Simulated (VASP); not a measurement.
# SnGe2Se3: single point with PBE

The system is SnGe2Se3.

```
CELL_PARAMETERS angstrom
-2.05382 2.05382 8.72809
2.05382 -2.05382 8.72809
2.05382 2.05382 -8.72809
ATOMIC_POSITIONS crystal
Sn 0.50000 0.50000 0.00000
Ge 0.82925 0.82925 0.00000
Ge 0.17075 0.17075 0.00000
Se 0.67233 0.67233 0.00000
Se 0.00000 0.00000 0.00000
Se 0.32767 0.32767 0.00000
```

```json
{
 "Program": "VASP 6.6.1",
 "Task": "single point",
 "Functional": "PBE",
 "Potentials or basis": "VASP PAW PBE potentials, release 64 (Sn_d, Ge_d, Se)",
 "Cutoff": "520 eV",
 "k mesh": "6 × 6 × 6",
 "Occupations": "gaussian, width 0.1 eV",
 "Spin": "no spin polarisation",
 "Dipole correction": "no",
 "Further INCAR settings": "ALGO = Normal; EDIFF = 1e-06; NBANDS = 39"
}
```

```json
{
  "Pressure": "0.0 GPa",
  "Largest force": "0.018 eV/Å",
  "Band gap on the k mesh": "0.17 eV"
}
```

Forces on the atoms (eV/Å):
```
Sn   0.000  0.000  0.000
Ge   0.000  0.000 -0.018
Ge   0.000  0.000  0.018
Se   0.000  0.000  0.012
Se   0.000  0.000  0.000
Se   0.000  0.000 -0.012
```

Stress tensor (GPa, compression positive):
```
 0.02  0.00  0.00
 0.00  0.02  0.00
 0.00  0.00 -0.10
```

Levels at points of the mesh, in eV from the valence-band top:
| k point | band 28 | band 29 | band 30 | band 31 | band 32 | band 33 |
| --- | --- | --- | --- | --- | --- | --- |
| (0.00, 0.00, 0.00) | -2.27 | -2.27 | -2.25 | 3.33 | 3.33 | 3.43 |
| (0.50, 0.00, 0.00) | -1.16 | -0.89 | -0.04 | 0.29 | 0.70 | 0.77 |
| (0.50, 0.50, 0.00) | -3.91 | -2.15 | -1.92 | 2.28 | 2.54 | 2.94 |
| (0.50, 0.50, 0.50) | -2.63 | -1.22 | -0.82 | 1.03 | 1.59 | 2.94 |

It took 6.6 min on 1 thread of Intel(R) Xeon(R) Platinum 8488C (Sapphire Rapids) (shared host), peak memory 0.75 GiB.

Caveat: spin-orbit coupling is left out, which moves the levels of the heavy elements. A k mesh can miss the band edges.
